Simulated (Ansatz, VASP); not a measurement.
## ZrN in VASP and in Ansatz

Contents of INCAR:

```
SYSTEM = ZrN
PREC = Accurate
ENCUT = 600
EDIFF = 1E-6
ISMEAR = 1
SIGMA = 0.1
LREAL = .False.
LASPH = .True.
NELM = 120
ALGO = Normal
ISIF = 2
LWAVE = .False.
LCHARG = .False.
GGA = PE
NBANDS = 16
GGA_COMPAT = .False.
```

Contents of KPOINTS:

```
regular mesh
0
Gamma
  10 10 10
  0 0 0
```

Contents of POSCAR:

```
ZrN
1.0
    0.0000000000      2.3000000000      2.3000000000
    2.3000000000      0.0000000000      2.3000000000
    2.3000000000      2.3000000000      0.0000000000
Zr N
1 1
Direct
    0.5000000000      0.5000000000      0.5000000000
    0.0000000000      0.0000000000      0.0000000000
```

Input for Ansatz:

```yaml
crystal:
  lattice:
    - [0.0, 2.3, 2.3]
    - [2.3, 0.0, 2.3]
    - [2.3, 2.3, 0.0]
  atoms:
    - { symbol: Zr, position: [0.5, 0.5, 0.5] }
    - { symbol: "N", position: [0.0, 0.0, 0.0] }
kpoints:
  mp_grid:
    grid: [10, 10, 10]
hamiltonian:
  xc: pbe
  pseudopotentials:
    kind: paw
scf:
  max_iter: 100
  occupations:
    method: methfessel_paxton
    width: 0.1
output:
  forces: true
  stress: true
  eigenvalues: true
```

Alike in both runs: task single point; functional PBE; k mesh 10 × 10 × 10; occupations methfessel-paxton of order 1, width 0.1 eV; no spin polarisation.

|  | VASP | Ansatz |
| --- | --- | --- |
| version | VASP 6.6.1 | Ansatz 0.2.0 |
| potentials or method | VASP PAW PBE potentials, release 64 (Zr_sv, N) | plane waves, PAW |
| plane-wave cutoff (eV) | 600 | 420 |
| valence electrons in the cell | 17 | 17 |

```tsv
	VASP	Ansatz	Ansatz less VASP
gap on the k mesh at the Fermi level (eV)	none	none	-
pressure (GPa)	-0.7	-0.9	-0.14
```

A gap of «none» marks a metal or a gap that the smearing closes. With one functional, cell and mesh, what is left measures potentials, basis and numerics.
